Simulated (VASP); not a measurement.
Runs of VASP 6.6.1 on AgI. The structure is that of space group F-43m (No. 216), or close to it. The cells are those of the table. 

```tsv
cell	gap on the mesh (eV)	pressure (GPa)
a = 4.682 Å, angles 60.0°, 2 atoms	1.79	(b)
a = 4.637 Å, angles 60.0°, 2 atoms	1.79	(a)
a = 4.592 Å, angles 60.0°, 2 atoms	1.79	1.1
a = 4.546 Å, angles 60.0°, 2 atoms	1.79	2.3
a = 4.500 Å, angles 60.0°, 2 atoms	1.79	3.6
```

Alike in all rows: task single point; level r2SCAN; potentials or basis VASP PAW PBE potentials, release 64 (Ag, I); no spin polarisation; k mesh 5 × 5 × 5; cutoff (eV) 550; smearing gaussian 0.01 eV.

Problem. Fill in the values left out.

Solution. (a) 0.2; (b) -0.6.

Caveats: the PAW data sets were made with another functional, which shifts forces and pressure a little; spin-orbit coupling is left out, which moves the levels of the heavy elements; the cell stands under pressure (at least some runs).

A k mesh can miss the band edges, and the runs leave out spin-orbit coupling on Ag, I.
